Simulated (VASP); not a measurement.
A run of VASP 6.6.1 is set up as follows.

INCAR

```
  PREC = Accurate
  ENCUT = 520
  EDIFF = 1E-6
  ISMEAR = 1
  SIGMA = 0.1
  LREAL = False
  LASPH = True
  NELM = 60
  ALGO = Normal
  ISIF = 2
  LWAVE = False
  LCHARG = False
  GGA = PE
  NBANDS = 12
```

The input KPOINTS:

```
Automatic mesh
0
Gamma
  12 12 12
```

Contents of POSCAR:

```
Ag
1.0
    0.0000000000      2.0151418859      2.0151418859
    2.0151418859      0.0000000000      2.0151418859
    2.0151418859      2.0151418859      0.0000000000
Ag
1
Direct
    0.0000000000      0.0000000000      0.0000000000
```

Potentials or basis: VASP PAW PBE potentials, release 64 (Ag).

The run is started by

```bash
$ cat potpaw_PBE.64/Ag/POTCAR > POTCAR
$ mpirun -np 1 vasp_std > vasp.out
```

Task: Estimate the pressure.

Result: 9.9 GPa.
